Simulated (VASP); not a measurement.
Wanted: the native input for a VASP 6.6.1 run.

| Property | Result |
| --- | --- |
| Task | relaxation of cell and atoms |
| Functional | PBEsol |
| Potentials or basis | VASP PAW PBE potentials, release 64 (Fe) |
| Cutoff | 600 eV |
| k mesh | 22 × 22 × 22 |
| Occupations | fermi-dirac, width 0.08 eV |
| Spin | collinear spin, ferromagnetic start |
| Starting moments | [2.5] μB |
| Dipole correction | no |
| Further INCAR settings | ALGO = Normal; EDIFF = 1e-06; IBRION = 2; EDIFFG = -0.005; NSW = 60; ISIF = 3 |

The structure of Fe lies in POSCAR:

```
Fe
1.0
   -1.3940650116      1.3940650116      1.3940650116
    1.3940650116     -1.3940650116      1.3940650116
    1.3940650116      1.3940650116     -1.3940650116
Fe
1
Direct
    0.0000000000      0.0000000000      0.0000000000
```

One way to write it, as run:

INCAR

```
ALGO = Normal
EDIFF = 1E-6
EDIFFG = -0.005
ENCUT = 600
GGA = PS
IBRION = 2
ISIF = 3
ISMEAR = -1
ISPIN = 2
LASPH = True
LCHARG = False
LMAXMIX = 4
LORBIT = 11
LREAL = False
LWAVE = False
MAGMOM = 2.5
NELM = 150
NSW = 60
PREC = Accurate
SIGMA = 0.08
```

KPOINTS

```
k-points
0
Gamma
  22 22 22
```

Potentials or basis: VASP PAW PBE potentials, release 64 (Fe).

Command:

```sh
$ cat potpaw_PBE.64/Fe/POTCAR > POTCAR
$ mpirun -np 1 vasp_std > vasp.out
```

Results of the run:

* Relaxed volume: 10.83 Å³/atom
* Relaxed cell: a = 2.414 Å, b = 2.414 Å, c = 2.414 Å, α = 109.47°, β = 109.47°, γ = 109.47°
* Space group after relaxing (to 0.05 Å): Im-3m (No. 229)
* Energy gained by relaxing: 0.0 meV/atom
* Ionic steps: 7
* Pressure after relaxing: -0.1 GPa
* Net moment: 2.12 μB per cell
* Site moments: Fe +2.10 μB
* Valence electrons inside the program's atomic spheres: Fe 7.38

Caveat: the PAW data sets were made with another functional, which shifts forces and pressure a little.

Run time: 2.8 min on 1 thread of AMD EPYC 7R43 64-Core Processor (Zen 3), on a shared host, peak memory 0.15 GiB.
